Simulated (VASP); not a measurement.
# C (P6_3/mmc) in VASP: a series of runs

Runs on C. Level: PBE. Tasks: single point.

Everything below comes from runs of VASP 6.6.1. Logs are shortened: lines on timing, memory, paths and dates and some standing lists are left out, and cuts for length are marked.

**1. The cell of the first run**

The structure is hexagonal, space group P6_3/mmc (No. 194). The conventional cell has a = 2.432 Å, b = 2.432 Å, c = 11.808 Å, α = 90.00°, β = 90.00°, γ = 120.00°. Within 2.0 Å of C (site symmetry 3m) lie 4 C at 1.49 Å. Within 2.0 Å of C (site symmetry 3m) lie 4 C at 1.47 to 1.49 Å. C (site symmetry 3m) has 4 C at 1.47 to 1.49 Å within 2.0 Å.

**2. Single point, PBE**

INCAR reads:

```
SYSTEM = C
PREC = Accurate
ENCUT = 520
EDIFF = 1E-7
ISMEAR = 0
SIGMA = 0.05
LREAL = .False.
LASPH = .True.
NELM = 80
ALGO = Normal
ISIF = 2
LWAVE = .False.
LCHARG = .False.
GGA = PE
NBANDS = 36
```

KPOINTS reads:

```
Automatic mesh
0
Gamma
  12 12 2
  0 0 0
```

POSCAR reads:

```
C
1.0
    2.4323000000      0.0000000000      0.0000000000
   -1.2161500000      2.1064335896      0.0000000000
    0.0000000000      0.0000000000     11.8077000000
C
12
Direct
    0.0000000000      0.0000000000      0.1868593266
    0.0000000000      0.0000000000      0.6868593266
    0.0000000000      0.0000000000      0.3131406734
    0.0000000000      0.0000000000      0.8131406734
    0.3333333333      0.6666666667      0.5207665411
    0.6666666667      0.3333333333      0.0207665411
    0.3333333333      0.6666666667      0.9792334589
    0.6666666667      0.3333333333      0.4792334589
    0.3333333333      0.6666666667      0.6450950823
    0.6666666667      0.3333333333      0.1450950823
    0.3333333333      0.6666666667      0.8549049177
    0.6666666667      0.3333333333      0.3549049177
```

Potentials or basis: VASP PAW PBE potentials, release 64 (C).

The run is started by

```console
> cat potpaw_PBE.64/C/POTCAR > POTCAR
> mpirun -np 1 vasp_std > vasp.out
```

OUTCAR:

```text
SYSTEM = C
   PREC = Accurate
   ENCUT = 520
   EDIFF = 1E-7
   ISMEAR = 0
   LREAL = .False.
   LASPH = .True.
   NELM = 80
   ISIF = 2
   GGA = PE

 ion  position               nearest neighbor table
   1  0.000  0.000  0.187-  10 1.49  10 1.49  10 1.49   3 1.49
   2  0.000  0.000  0.687-   9 1.49   9 1.49   9 1.49   4 1.49
   3  0.000  0.000  0.313-  12 1.49  12 1.49  12 1.49   1 1.49
   4  0.000  0.000  0.813-  11 1.49  11 1.49  11 1.49   2 1.49
   5  0.333  0.667  0.521-   9 1.47   8 1.49   8 1.49   8 1.49
   6  0.667  0.333  0.021-  10 1.47   7 1.49   7 1.49   7 1.49
   7  0.333  0.667  0.979-  11 1.47   6 1.49   6 1.49   6 1.49
   8  0.667  0.333  0.479-  12 1.47   5 1.49   5 1.49   5 1.49
   9  0.333  0.667  0.645-   5 1.47   2 1.49   2 1.49   2 1.49
  10  0.667  0.333  0.145-   6 1.47   1 1.49   1 1.49   1 1.49
  11  0.333  0.667  0.855-   7 1.47   4 1.49   4 1.49   4 1.49
  12  0.667  0.333  0.355-   8 1.47   3 1.49   3 1.49   3 1.49

  LATTYP: Found a hexagonal cell.
 ALAT       =     2.4323000000
 C/A-ratio  =     4.8545409695

  Lattice vectors:

 A1 = (   2.4323000000,   0.0000000000,   0.0000000000)
 A2 = (  -1.2161500000,   2.1064335896,   0.0000000000)
 A3 = (   0.0000000000,   0.0000000000,  11.8077000000)

Analysis of symmetry for initial positions (statically):
=====================================================================
 Subroutine PRICEL returns:
 Original cell was already a primitive cell.

 Routine SETGRP: Setting up the symmetry group for a
 hexagonal supercell.

 Subroutine GETGRP returns: Found 24 space group operations
 (whereof 12 operations were pure point group operations)
 out of a pool of 24 trial point group operations.

The static configuration has the point symmetry D_3d.
 The point group associated with its full space group is D_6h.

Analysis of symmetry for dynamics (positions and initial velocities):
=====================================================================
 Subroutine PRICEL returns:
 Original cell was already a primitive cell.

 Routine SETGRP: Setting up the symmetry group for a
 hexagonal supercell.

 Subroutine GETGRP returns: Found 24 space group operations
 (whereof 12 operations were pure point group operations)
 out of a pool of 24 trial point group operations.

The dynamic configuration has the point symmetry D_3d.
 The point group associated with its full space group is D_6h.

 Subroutine INISYM returns: Found 24 space group operations
 (whereof 12 operations are pure point group operations),
 and found     1 'primitive' translations

----------------------------------------------------------------------------------------

                                     Primitive cell

  volume of cell :      60.4965

  direct lattice vectors                    reciprocal lattice vectors
     2.432300000  0.000000000  0.000000000     0.411133495  0.237368034  0.000000000
    -1.216150000  2.106433590  0.000000000     0.000000000  0.474736068  0.000000000
     0.000000000  0.000000000 11.807700000     0.000000000  0.000000000  0.084690499

  length of vectors
     2.432300000  2.432300000 11.807700000     0.474736068  0.474736068  0.084690499

  position of ions in fractional coordinates (direct lattice)
     0.000000000  0.000000000  0.186859327
     0.000000000  0.000000000  0.686859327
     0.000000000  0.000000000  0.313140673
     0.000000000  0.000000000  0.813140673
     0.333333333  0.666666667  0.520766541
     0.666666667  0.333333333  0.020766541
     0.333333333  0.666666667  0.979233459
     0.666666667  0.333333333  0.479233459
     0.333333333  0.666666667  0.645095082
     0.666666667  0.333333333  0.145095082
     0.333333333  0.666666667  0.854904918
     0.666666667  0.333333333  0.354904918

  ion indices of the primitive-cell ions
   primitive index   ion index
                 1           1
                 2           2
                 3           3
                 4           4
                 5           5
                 6           6
                 7           7
                 8           8
                 9           9
                10          10
                11          11
                12          12

----------------------------------------------------------------------------------------

 KPOINTS: Automatic mesh

Automatic generation of k-mesh.
 Grid dimensions read from file:
 generate k-points for:   12   12    2

 Generating k-lattice:

  Cartesian coordinates                     Fractional coordinates (reciprocal lattice)
     0.034261125  0.019780670  0.000000000     0.083333333  0.000000000  0.000000000
     0.000000000  0.039561339  0.000000000     0.000000000  0.083333333  0.000000000
     0.000000000  0.000000000  0.042345249     0.000000000  0.000000000  0.500000000

  Length of vectors
     0.039561339  0.039561339  0.042345249

  Shift w.r.t. Gamma in fractional coordinates (k-lattice)
     0.000000000  0.000000000  0.000000000

 Subroutine IBZKPT returns following result:
 ===========================================

 Found     38 irreducible k-points:

 Following reciprocal coordinates:
            Coordinates               Weight
  0.000000  0.000000  0.000000      1.000000
  0.083333  0.000000  0.000000      6.000000
  0.166667  0.000000  0.000000      6.000000
  0.250000  0.000000  0.000000      6.000000
  0.333333  0.000000  0.000000      6.000000
  0.416667  0.000000  0.000000      6.000000
[... 16 lines left out ...]
  0.250000  0.000000  0.500000      6.000000
  0.333333  0.000000  0.500000      6.000000
 [... further k-points ...]
   k-points           NKPTS =     38   k-points in BZ     NKDIM =     38   number of bands    NBANDS=     36
   number of dos      NEDOS =    301   number of ions     NIONS =     12
   total plane-waves  NPLWV =  29160
   dimension x,y,z NGX =    18 NGY =   18 NGZ =   90
   dimension x,y,z NGXF=    36 NGYF=   36 NGZF=  180
   ions per type =              12
   NGX,Y,Z   is equivalent  to a cutoff of  12.30, 12.30, 12.67 a.u.
   NGXF,Y,Z  is equivalent  to a cutoff of  24.61, 24.61, 25.34 a.u.
 SYSTEM =  C
   PREC   = accura    normal or accurate (medium, high low for compatibility)
   ISTART =      0    job   : 0-new  1-cont  2-samecut
   ICHARG =      2    charge: 1-file 2-atom 10-const
   ISPIN  =      1    spin polarized calculation?
   LNONCOLLINEAR =      F non collinear calculations
   LSORBIT =      F    spin-orbit coupling
   LASPH  =      T    aspherical Exc in radial PAW
   ENCUT  =  520.0 eV  38.22 Ry    6.18 a.u.   4.52  4.52 21.95*2*pi/ulx,y,z
   NELM   =     80;   NELMIN=  2; NELMDL= -5     # of ELM steps
   EDIFF  = 0.1E-06   stopping-criterion for ELM
   LREAL  =      F    real-space projection
   EDIFFG = 0.1E-05   stopping-criterion for IOM
   NSW    =      0    number of steps for IOM
   IBRION =     -1    ionic relax: 0-MD 1-quasi-New 2-CG
   NFREE  =      0    steps in history (QN), initial steepest desc. (CG)
   ISIF   =      2    stress and relaxation
   ISYM   =      2    0-nonsym 1-usesym 2-fastsym
   POTIM  = 0.5000    time-step for ionic-motion
   TEBEG  =    0.0;   TEEND  =   0.0 temperature during run
   PSTRESS=    0.0 pullay stress
   NELECT =      48.0000    total number of electrons
   NUPDOWN=      -1.0000    fix difference up-down
   EMIN   =  10.00;   EMAX   =-10.00  energy-range for DOS
   EFERMI =   0.00;   METHOD = LEGACY
   ISMEAR =     0;   SIGMA  =   0.05  broadening in eV -4-tet -1-fermi 0-gaus
   EFERMI_NEDOS =   21; number of points for ismear=-14 and -15
   IALGO  =     38    algorithm
   IMIX   =      4    mixing-type and parameters
     AMIX     =   0.40;   BMIX     =  1.00
     AMIX_MAG =   1.60;   BMIX_MAG =  1.00
  volume/ion in A,a.u.               =       5.04        34.02
  Fermi-wavevector in a.u.,A,eV,Ry     =   1.515579  2.864029 31.252295  2.296979
  Thomas-Fermi vector in A             =   2.625084
   LORBIT       =      0    0 simple, 1 ext, 2 COOP (PROOUT), +10 PAW based schemes
   GGA     = PE    functional components
   LHFCALC =     F    Hartree Fock is set to
   AEXX    =    0.0000 exact exchange contribution
   IVDW    =     0    specifies the selected vdW correction
   LEPSILON=     F    determine dielectric tensor
   LRPA    =     F    only Hartree local field effects (RPA)
 non-spin polarized calculation
 Gauss-broadening in eV      SIGMA  =   0.05
  energy-cutoff  :      520.00
  volume of cell :       60.50
 maximum number of plane-waves:      1657
   NGX =  9   NGY =  9   NGZ = 43

 number of electron      47.9999995 magnetization

 Free energy of the ion-electron system (eV)
  ---------------------------------------------------
  ext. energy  EPLUGINS =         0.00000000
  ---------------------------------------------------
  free energy    TOTEN  =      -107.45046496 eV

  energy without entropy =     -107.45046496  energy(sigma->0) =     -107.45046496

 E-fermi :  11.8875     XC(G=0): -13.8486

 val. band max:       11.6204175129   @ k =   0.0000   0.0000   0.0000
 cond. band min:      16.2313122222   @ k =   0.4167   0.0000   0.0000
 fundamental gap:      4.6108947093
 Fermi energy:        11.8875245859

 k-point     1 :       0.0000    0.0000    0.0000
  band No.  band energies     occupation
      1     -11.6274      2.00000
      2     -10.8222      2.00000
      3     -10.7481      2.00000
      4      -8.3299      2.00000
      5      -8.2651      2.00000
      6      -4.9693      2.00000
[... 28 lines left out ...]
     35      19.9865      0.00000
     36      20.7202      0.00000
[... 866 lines left out ...]
      6      -3.8438      2.00000
[... 28 lines left out ...]
     35      22.1316      0.00000
     36      22.1316      0.00000

 [... further k-points ...]

------------------------ aborting loop because EDIFF is reached ----------------------------------------

  FORCE on cell =-STRESS in cart. coord.  units (eV):
  Direction    XX          YY          ZZ          XY          YZ          ZX
  --------------------------------------------------------------------------------------
  -------------------------------------------------------------------------------------
  Total       22.4175956     22.4175956     32.0058306      0.0000000     -0.0000000     -0.0000000
  in kB      593.7032032    593.7032032    847.6361358      0.0000000     -0.0000000     -0.0000000
  external PRESSURE =     678.3475141 kB  Pullay stress =       0.0000000 kB

 VOLUME and BASIS-vectors are now :
 -----------------------------------------------------------------------------
  energy-cutoff  :      520.00
  volume of cell :       60.50
      direct lattice vectors                 reciprocal lattice vectors
     2.432300000  0.000000000  0.000000000     0.411133495  0.237368034  0.000000000
    -1.216150000  2.106433590  0.000000000     0.000000000  0.474736068  0.000000000
     0.000000000  0.000000000 11.807700000     0.000000000  0.000000000  0.084690499

 POSITION                                       TOTAL-FORCE (eV/Angst)
 -----------------------------------------------------------------------------------
      0.00000      0.00000      2.20638        -0.000000     -0.000000     -0.083235
      0.00000      0.00000      8.11023         0.000000      0.000000     -0.083235
      0.00000      0.00000      3.69747        -0.000000     -0.000000      0.083235
      0.00000      0.00000      9.60132         0.000000      0.000000      0.083235
     -0.00000      1.40429      6.14906        -0.000000     -0.000000     -0.194920
      1.21615      0.70214      0.24521         0.000000     -0.000000     -0.194920
     -0.00000      1.40429     11.56249         0.000000      0.000000      0.194920
      1.21615      0.70214      5.65864         0.000000      0.000000      0.194920
     -0.00000      1.40429      7.61709        -0.000000      0.000000      0.112748
      1.21615      0.70214      1.71324         0.000000     -0.000000      0.112748
     -0.00000      1.40429     10.09446        -0.000000      0.000000     -0.112748
      1.21615      0.70214      4.19061         0.000000     -0.000000     -0.112748
 -----------------------------------------------------------------------------------
    total drift:                                0.000000     -0.000000      0.000000

  FREE ENERGIE OF THE ION-ELECTRON SYSTEM (eV)
  ---------------------------------------------------
  free  energy   TOTEN  =      -107.4504649575 eV

  energy  without entropy=     -107.4504649575  energy(sigma->0) =     -107.45046496
```

Wall time 56 s (1 thread of AMD EPYC 9R45 (Zen 5), shared host); peak memory 0.16 GiB.

Results:

```yaml
Free_energy: -107.4505 eV
Pressure: 67.8 GPa
Largest_force: 0.195 eV/Å
Band_gap_on_the_k_mesh: 4.61 eV (least direct gap 5.48 eV)
```

Forces on the atoms (eV/Å):
```
C    0.000  0.000 -0.083
C    0.000  0.000 -0.083
C    0.000  0.000  0.083
C    0.000  0.000  0.083
C    0.000  0.000 -0.195
C    0.000  0.000 -0.195
C    0.000  0.000  0.195
C    0.000  0.000  0.195
C    0.000  0.000  0.113
C    0.000  0.000  0.113
C    0.000  0.000 -0.113
C    0.000  0.000 -0.113
```

Levels at points of the mesh, in eV from the valence-band top:
| k point | band 20 | band 21 | band 22 | band 23 | band 24 | band 25 | band 26 | band 27 | band 28 | band 29 |
| --- | --- | --- | --- | --- | --- | --- | --- | --- | --- | --- |
| (0.00, 0.00, 0.00) | -1.18 | -1.18 | -0.17 | 0.00 | 0.00 | 5.48 | 5.48 | 6.20 | 6.74 | 6.74 |
| (0.50, 0.00, 0.00) | -4.77 | -4.58 | -4.52 | -4.02 | -3.17 | 4.66 | 5.33 | 5.36 | 6.12 | 7.21 |
| (0.00, 0.00, 0.50) | -1.42 | -0.39 | -0.39 | -0.39 | -0.39 | 5.94 | 5.94 | 5.94 | 5.94 | 6.86 |
| (0.50, 0.00, 0.50) | -5.60 | -4.16 | -4.16 | -3.59 | -3.59 | 4.83 | 4.83 | 6.23 | 6.23 | 6.49 |

Caveat: the stress differs along the axes, from 59 to 85 GPa. A k mesh can miss the band edges.

[end of part 1 of 2]
